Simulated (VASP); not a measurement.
# Sn in VASP: further runs

Sn is run at these levels: PBE; tasks: electric field gradients.

Program: VASP 6.6.1. These are calculated values, not measurements. Logs are shortened: lines on timing, memory, paths and dates and some standing lists are left out, and cuts for length are marked.

### 1 The cell of the first run

The structure is cubic, space group Fd-3m (No. 227). Conventional cell: a = 6.426 Å, b = 6.426 Å, c = 6.426 Å, α = 90.00°, β = 90.00°, γ = 90.00°. Sn (site symmetry -43m) has 4 Sn at 2.78 Å within 3.7 Å.

### 2 Electric field gradients, PBE (volume scaled by 0.97)

INCAR reads:

```
ALGO     = Normal         # electronic algorithm
EDIFF    = 1E-8           # SCF threshold, eV
ENCUT    = 520            # plane-wave cutoff, eV
GGA      = PE             # functional
ISIF     = 2              # what is computed and relaxed
ISMEAR   = -1             # smearing method
LASPH    = True           # aspherical terms in the spheres
LCHARG   = False          # write CHGCAR
LEFG     = True         
LREAL    = False          # projectors in reciprocal space
LWAVE    = False          # write WAVECAR
NBANDS   = 21             # bands
NELM     = 80             # most SCF steps
PREC     = Accurate       # precision mode
SIGMA    = 0.03           # smearing width, eV
```

KPOINTS reads:

```
k-points
0
Gamma
  9 9 9
```

POSCAR reads:

```
Sn
1.0
    0.0000000000      3.2128139200      3.2128139200
    3.2128139200      0.0000000000      3.2128139200
    3.2128139200      3.2128139200      0.0000000000
Sn
2
Direct
    0.5000000000      0.5000000000      0.5000000000
    0.7500000000      0.7500000000      0.7500000000
```

Potentials or basis: VASP PAW PBE potentials, release 64 (Sn_d).

Launch:

```bash
cat potpaw_PBE.64/Sn_d/POTCAR > POTCAR
mpirun -np 1 vasp_std > vasp.out
```

OUTCAR:

```text
EDIFF = 1E-8
   ENCUT = 520
   GGA = PE
   ISIF = 2
   ISMEAR = -1
   LASPH = True
   LREAL = False
   NELM = 80
   PREC = Accurate

 ion  position               nearest neighbor table
   1  0.500  0.500  0.500-   2 2.78   2 2.78   2 2.78   2 2.78
   2  0.750  0.750  0.750-   1 2.78   1 2.78   1 2.78   1 2.78

  LATTYP: Found a face centered cubic cell.
 ALAT       =     6.4256278400

  Lattice vectors:

 A1 = (   0.0000000000,   3.2128139200,   3.2128139200)
 A2 = (   3.2128139200,   0.0000000000,   3.2128139200)
 A3 = (   3.2128139200,   3.2128139200,   0.0000000000)

Analysis of symmetry for initial positions (statically):
=====================================================================
 Subroutine PRICEL returns:
 Original cell was already a primitive cell.

 Routine SETGRP: Setting up the symmetry group for a
 face centered cubic supercell.

 Subroutine GETGRP returns: Found 48 space group operations
 (whereof 24 operations were pure point group operations)
 out of a pool of 48 trial point group operations.

The static configuration has the point symmetry T_d .
 The point group associated with its full space group is O_h .

Analysis of symmetry for dynamics (positions and initial velocities):
=====================================================================
 Subroutine PRICEL returns:
 Original cell was already a primitive cell.

 Routine SETGRP: Setting up the symmetry group for a
 face centered cubic supercell.

 Subroutine GETGRP returns: Found 48 space group operations
 (whereof 24 operations were pure point group operations)
 out of a pool of 48 trial point group operations.

The dynamic configuration has the point symmetry T_d .
 The point group associated with its full space group is O_h .

 Subroutine INISYM returns: Found 48 space group operations
 (whereof 24 operations are pure point group operations),
 and found     1 'primitive' translations

----------------------------------------------------------------------------------------

                                     Primitive cell

  volume of cell :      66.3264

  direct lattice vectors                    reciprocal lattice vectors
     0.000000000  3.212813920  3.212813920    -0.155626816  0.155626816  0.155626816
     3.212813920  0.000000000  3.212813920     0.155626816 -0.155626816  0.155626816
     3.212813920  3.212813920  0.000000000     0.155626816  0.155626816 -0.155626816

  length of vectors
     4.543605019  4.543605019  4.543605019     0.269553552  0.269553552  0.269553552

  position of ions in fractional coordinates (direct lattice)
     0.500000000  0.500000000  0.500000000
     0.750000000  0.750000000  0.750000000

  ion indices of the primitive-cell ions
   primitive index   ion index
                 1           1
                 2           2

----------------------------------------------------------------------------------------

 KPOINTS: k-points

Automatic generation of k-mesh.
 Grid dimensions read from file:
 generate k-points for:    9    9    9

 Generating k-lattice:

  Cartesian coordinates                     Fractional coordinates (reciprocal lattice)
    -0.017291868  0.017291868  0.017291868     0.111111111  0.000000000  0.000000000
     0.017291868 -0.017291868  0.017291868     0.000000000  0.111111111  0.000000000
     0.017291868  0.017291868 -0.017291868     0.000000000  0.000000000  0.111111111

  Length of vectors
     0.029950395  0.029950395  0.029950395

  Shift w.r.t. Gamma in fractional coordinates (k-lattice)
     0.000000000  0.000000000  0.000000000

 Subroutine IBZKPT returns following result:
 ===========================================

 Found     35 irreducible k-points:

 Following reciprocal coordinates:
            Coordinates               Weight
  0.000000  0.000000  0.000000      1.000000
  0.111111  0.000000  0.000000      8.000000
  0.222222  0.000000  0.000000      8.000000
  0.333333  0.000000  0.000000      8.000000
  0.444444  0.000000  0.000000      8.000000
  0.111111  0.111111  0.000000      6.000000
[... 16 lines left out ...]
 -0.333333  0.333333  0.000000     12.000000
  0.444444  0.444444  0.000000      6.000000
 [... further k-points ...]
   k-points           NKPTS =     35   k-points in BZ     NKDIM =     35   number of bands    NBANDS=     21
   number of dos      NEDOS =    301   number of ions     NIONS =      2
   total plane-waves  NPLWV =  46656
   dimension x,y,z NGX =    36 NGY =   36 NGZ =   36
   dimension x,y,z NGXF=    72 NGYF=   72 NGZF=   72
   ions per type =               2
   NGX,Y,Z   is equivalent  to a cutoff of  13.17, 13.17, 13.17 a.u.
   NGXF,Y,Z  is equivalent  to a cutoff of  26.34, 26.34, 26.34 a.u.
 SYSTEM =  unknown system
   PREC   = accura    normal or accurate (medium, high low for compatibility)
   ISTART =      0    job   : 0-new  1-cont  2-samecut
   ICHARG =      2    charge: 1-file 2-atom 10-const
   ISPIN  =      1    spin polarized calculation?
   LNONCOLLINEAR =      F non collinear calculations
   LSORBIT =      F    spin-orbit coupling
   LASPH  =      T    aspherical Exc in radial PAW
   ENCUT  =  520.0 eV  38.22 Ry    6.18 a.u.   8.45  8.45  8.45*2*pi/ulx,y,z
   NELM   =     80;   NELMIN=  2; NELMDL= -5     # of ELM steps
   EDIFF  = 0.1E-07   stopping-criterion for ELM
   LREAL  =      F    real-space projection
   EDIFFG = 0.1E-06   stopping-criterion for IOM
   NSW    =      0    number of steps for IOM
   IBRION =     -1    ionic relax: 0-MD 1-quasi-New 2-CG
   NFREE  =      0    steps in history (QN), initial steepest desc. (CG)
   ISIF   =      2    stress and relaxation
   ISYM   =      2    0-nonsym 1-usesym 2-fastsym
   POTIM  = 0.5000    time-step for ionic-motion
   TEBEG  =    0.0;   TEEND  =   0.0 temperature during run
   PSTRESS=    0.0 pullay stress
   NELECT =      28.0000    total number of electrons
   NUPDOWN=      -1.0000    fix difference up-down
   EMIN   =  10.00;   EMAX   =-10.00  energy-range for DOS
   EFERMI =   0.00;   METHOD = LEGACY
   ISMEAR =    -1;   SIGMA  =   0.03  broadening in eV -4-tet -1-fermi 0-gaus
   EFERMI_NEDOS =   21; number of points for ismear=-14 and -15
   IALGO  =     38    algorithm
   IMIX   =      4    mixing-type and parameters
     AMIX     =   0.40;   BMIX     =  1.00
     AMIX_MAG =   1.60;   BMIX_MAG =  1.00
  volume/ion in A,a.u.               =      33.16       223.80
  Fermi-wavevector in a.u.,A,eV,Ry     =   1.228095  2.320763 20.520540  1.508217
  Thomas-Fermi vector in A             =   2.363033
   LORBIT       =      0    0 simple, 1 ext, 2 COOP (PROOUT), +10 PAW based schemes
   GGA     = PE    functional components
   LHFCALC =     F    Hartree Fock is set to
   AEXX    =    0.0000 exact exchange contribution
   IVDW    =     0    specifies the selected vdW correction
   LEPSILON=     F    determine dielectric tensor
   LRPA    =     F    only Hartree local field effects (RPA)
 non-spin polarized calculation
  energy-cutoff  :      520.00
  volume of cell :       66.33
 maximum number of plane-waves:      1820
 NGX is ok and might be reduce to    36
   NGX = 17   NGY = 17   NGZ = 17

 number of electron      28.0000012 magnetization

 Free energy of the ion-electron system (eV)
  ---------------------------------------------------
  ext. energy  EPLUGINS =         0.00000000
  ---------------------------------------------------
  free energy    TOTEN  =        -7.58850945 eV

  energy without entropy =       -7.58805042  energy(sigma->0) =       -7.58827993

 E-fermi :   5.9948     XC(G=0):  -9.0058

 val. band max:        5.8043546745   @ k =   0.1111   0.0000   0.0000
 cond. band min:       6.0361712033   @ k =   0.4444   0.0000   0.0000
 fundamental gap:      0.2318165288
 Fermi energy:         5.9947750076

 k-point     1 :       0.0000    0.0000    0.0000
  band No.  band energies     occupation
      1     -15.7833      2.00000
      2     -15.7833      2.00000
      3     -15.7833      2.00000
      4     -15.7196      2.00000
      5     -15.7196      2.00000
      6     -15.3854      2.00000
[... 13 lines left out ...]
     20      13.9960      0.00000
     21      13.9960      0.00000

 k-point     2 :       0.1111    0.0000    0.0000
  band No.  band energies     occupation
      1     -15.7932      2.00000
      2     -15.7932      2.00000
      3     -15.7802      2.00000
      4     -15.7058      2.00000
      5     -15.7058      2.00000
      6     -15.4049      2.00000
[... 13 lines left out ...]
     20      13.1626      0.00000
     21      13.1626      0.00000
[... 487 lines left out ...]
      5     -15.5754      2.00000
      6     -15.5535      2.00000
[... 13 lines left out ...]
     20      13.3762      0.00000
     21      16.7211      0.00000

 k-point    24 :       0.4444    0.4444    0.0000
  band No.  band energies     occupation
      1     -15.8371      2.00000
      2     -15.8371      2.00000
      3     -15.7244      2.00000
      4     -15.6605      2.00000
      5     -15.5741      2.00000
      6     -15.5139      2.00000
[... 13 lines left out ...]
     20      16.0861      0.00000
     21      16.2279      0.00000

 [... further k-points ...]
[... 5 lines left out ...]
  --------------------------------------------------------------------------------------
  -------------------------------------------------------------------------------------
  Total        1.9846972      1.9846972      1.9846972      0.0000000      0.0000000      0.0000000
  in kB       47.9422173     47.9422173     47.9422173      0.0000000      0.0000000      0.0000000
  external PRESSURE =      47.9422173 kB  Pullay stress =       0.0000000 kB

 VOLUME and BASIS-vectors are now :
 -----------------------------------------------------------------------------
  energy-cutoff  :      520.00
  volume of cell :       66.33
      direct lattice vectors                 reciprocal lattice vectors
     0.000000000  3.212813920  3.212813920    -0.155626816  0.155626816  0.155626816
     3.212813920  0.000000000  3.212813920     0.155626816 -0.155626816  0.155626816
     3.212813920  3.212813920  0.000000000     0.155626816  0.155626816 -0.155626816

 POSITION                                       TOTAL-FORCE (eV/Angst)
 -----------------------------------------------------------------------------------
      3.21281      3.21281      3.21281         0.000000      0.000000      0.000000
      4.81922      4.81922      4.81922        -0.000000     -0.000000     -0.000000
 -----------------------------------------------------------------------------------
    total drift:                                0.000000      0.000000      0.000000

  FREE ENERGIE OF THE ION-ELECTRON SYSTEM (eV)
  ---------------------------------------------------
  free  energy   TOTEN  =        -7.5885094490 eV

  energy  without entropy=       -7.5880504184  energy(sigma->0) =       -7.58827993

 Electric field gradients (V/A^2)
---------------------------------------------------------------------
 ion       V_xx      V_yy      V_zz      V_xy      V_xz      V_yz
---------------------------------------------------------------------
   1       0.000     0.000    -0.000    -0.001    -0.001    -0.001
   2       0.000     0.000    -0.000    -0.001    -0.001    -0.001
---------------------------------------------------------------------

 Electric field gradients after diagonalization (V/A^2)
 (convention: |V_zz| > |V_xx| > |V_yy|)
----------------------------------------------------------------------
 ion       V_xx      V_yy      V_zz     asymmetry (V_yy - V_xx)/ V_zz
----------------------------------------------------------------------
   1       0.001     0.001    -0.002       0.000
   2       0.001     0.001    -0.002       0.000
----------------------------------------------------------------------

           NMR quadrupolar parameters

 Cq : quadrupolar parameter    Cq=e*Q*V_zz/h
 eta: asymmetry parameters     (V_yy - V_xx)/ V_zz
 Q  : nuclear electric quadrupole moment in mb (millibarn)
----------------------------------------------------------------------
 ion       Cq(MHz)       eta       Q (mb)
----------------------------------------------------------------------
   1      -0.000       0.000       1.000
   2      -0.000       0.000       1.000
----------------------------------------------------------------------
```

It took 53 s on 1 thread of Intel Xeon Platinum 8259CL at 2.50GHz (Skylake/Cascade Lake), shared host; peak memory 0.21 GiB.

What came out:

* Free energy: -7.5885 eV
* Pressure: 4.8 GPa
* Band gap on the k mesh: zero (band 14 reaches 6.05 eV, above the bottom of band 15 at 6.04 eV)

Levels at points of the mesh, in eV from the Fermi level:
```csv
k point,band 12,band 13,band 14,band 15,band 16,band 17
"(0.00, 0.00, 0.00)",-0.46,0.05,0.05,0.05,2.13,2.13
```

Caveat: without QUAD_EFG the Cq values of the log hold for a quadrupole moment of 1 mb, not for the nuclei; spin-orbit coupling is left out, which moves the levels of the heavy elements.

### 3 Electric field gradients, PBE (equal xx and yy strain of -2 %)

INCAR reads:

```
SYSTEM = Sn
PREC = Accurate
ENCUT = 520
EDIFF = 1E-8
ISMEAR = -1
SIGMA = 0.03
LREAL = .FALSE.
LASPH = .TRUE.
NELM = 60
ALGO = Normal
ISIF = 2
LWAVE = .FALSE.
LCHARG = .FALSE.
GGA = PE
LEFG = .TRUE.
NBANDS = 21
```

KPOINTS reads:

```
Automatic mesh
0
G
  9 9 9
  0 0 0
```

POSCAR reads:

```
Sn
1.0
    0.0000000000      3.1806880000      3.2456000000
    3.1806880000      0.0000000000      3.2456000000
    3.1806880000      3.1806880000      0.0000000000
Sn
2
Direct
    0.5000000000      0.5000000000      0.5000000000
    0.7500000000      0.7500000000      0.7500000000
```

Potentials or basis: VASP PAW PBE potentials, release 64 (Sn_d).

Launch:

```bash
cat potpaw_PBE.64/Sn_d/POTCAR > POTCAR
mpirun -np 1 vasp_std > vasp.out
```

OUTCAR:

```text
SYSTEM = Sn
   PREC = Accurate
   ENCUT = 520
   EDIFF = 1E-8
   ISMEAR = -1
   LREAL = .FALSE.
   LASPH = .TRUE.
   NELM = 60
   ISIF = 2
   GGA = PE

 ion  position               nearest neighbor table
   1  0.500  0.500  0.500-   2 2.77   2 2.77   2 2.77   2 2.77
   2  0.750  0.750  0.750-   1 2.77   1 2.77   1 2.77   1 2.77

  LATTYP: Found a body centered tetragonal cell.
 ALAT       =     4.4981721073
 C/A-ratio  =     1.4430750636

  Lattice vectors:

 A1 = (  -3.1806880000,   0.0000000000,   3.2456000000)
 A2 = (   3.1806880000,   0.0000000000,   3.2456000000)
[... 791 lines left out ...]
  free  energy   TOTEN  =        -7.5657953813 eV

  energy  without entropy=       -7.5654097724  energy(sigma->0) =       -7.56560258

 Electric field gradients (V/A^2)
---------------------------------------------------------------------
 ion       V_xx      V_yy      V_zz      V_xy      V_xz      V_yz
---------------------------------------------------------------------
   1       1.053     1.053    -2.107    -0.002    -0.001    -0.001
   2       1.053     1.053    -2.107    -0.002    -0.001    -0.001
---------------------------------------------------------------------

 Electric field gradients after diagonalization (V/A^2)
 (convention: |V_zz| > |V_xx| > |V_yy|)
----------------------------------------------------------------------
 ion       V_xx      V_yy      V_zz     asymmetry (V_yy - V_xx)/ V_zz
----------------------------------------------------------------------
   1       1.055     1.052    -2.107       0.002
   2       1.055     1.052    -2.107       0.002
----------------------------------------------------------------------

           NMR quadrupolar parameters

 Cq : quadrupolar parameter    Cq=e*Q*V_zz/h
 eta: asymmetry parameters     (V_yy - V_xx)/ V_zz
 Q  : nuclear electric quadrupole moment in mb (millibarn)
----------------------------------------------------------------------
 ion       Cq(MHz)       eta       Q (mb)
----------------------------------------------------------------------
   1      -0.005       0.002       1.000
   2      -0.005       0.002       1.000
----------------------------------------------------------------------
```

OSZICAR:

```text
N       E                     dE             d eps       ncg     rms          rms(c)
DAV:   1     0.232766062096E+03    0.23277E+03   -0.14980E+04  3170   0.198E+03
DAV:   2     0.177907062703E+02   -0.21498E+03   -0.21022E+03  3165   0.453E+02
DAV:   3    -0.683444664986E+01   -0.24625E+02   -0.24498E+02  3685   0.142E+02
DAV:   4    -0.761095826956E+01   -0.77651E+00   -0.77623E+00  3585   0.284E+01
DAV:   5    -0.763744921411E+01   -0.26491E-01   -0.26490E-01  4529   0.508E+00    0.344E+00
DAV:   6    -0.758720639689E+01    0.50243E-01   -0.30756E-02  4275   0.206E+00    0.201E+00
DAV:   7    -0.756345536770E+01    0.23751E-01   -0.49176E-02  3434   0.224E+00    0.165E-01
DAV:   8    -0.756540060588E+01   -0.19452E-02   -0.60186E-03  3565   0.830E-01    0.526E-02
DAV:   9    -0.756577459896E+01   -0.37399E-03   -0.48095E-04  3596   0.145E-01    0.124E-02
DAV:  10    -0.756579136756E+01   -0.16769E-04   -0.33625E-05  4050   0.496E-02    0.610E-03
DAV:  11    -0.756579547506E+01   -0.41075E-05   -0.75323E-06  3545   0.179E-02    0.787E-04
DAV:  12    -0.756579540682E+01    0.68239E-07   -0.33675E-07  3725   0.513E-03    0.533E-04
DAV:  13    -0.756579537139E+01    0.35431E-07   -0.35488E-08  2990   0.122E-03    0.177E-04
DAV:  14    -0.756579538258E+01   -0.11189E-07   -0.30343E-09  2498   0.521E-04    0.290E-05
DAV:  15    -0.756579538135E+01    0.12283E-08   -0.91013E-10  1990   0.353E-04
   1 F= -.75657954E+01 E0= -.75656026E+01  d E =-.385609E-03
```

stdout:

```text
POSCAR found type information on POSCAR Sn
 POSCAR found :  1 types and       2 ions
 scaLAPACK will be used
 LDA part: xc-table for (Slater+PW92), standard interpolation
 POSCAR, INCAR and KPOINTS ok, starting setup
 FFT: planning ... GRIDC
 FFT: planning ... GRID_SOFT
 FFT: planning ... GRID
 WAVECAR not read
 entering main loop
ion   1

ion   2
```

Wall time 60 s (1 thread of AMD EPYC 9R45 (Zen 5), shared host); peak memory 0.21 GiB.

Results:

| Quantity | Value |
| --- | --- |
| Free energy | -7.5658 eV |
| Pressure | 5.4 GPa |
| Band gap on the k mesh | zero (band 14 reaches 6.21 eV, above the bottom of band 15 at 6.16 eV) |

Electric field gradients, principal values (V/Å²):
```csv
atom,least,middle,greatest (by size)
1 Sn,1.052,1.055,-2.107
2 Sn,1.052,1.055,-2.107
```

Caveat: the cell differs from its parent crystal (equal xx and yy strain of -2 %); without QUAD_EFG the Cq values of the log hold for a quadrupole moment of 1 mb, not for the nuclei; spin-orbit coupling is left out, which moves the levels of the heavy elements.
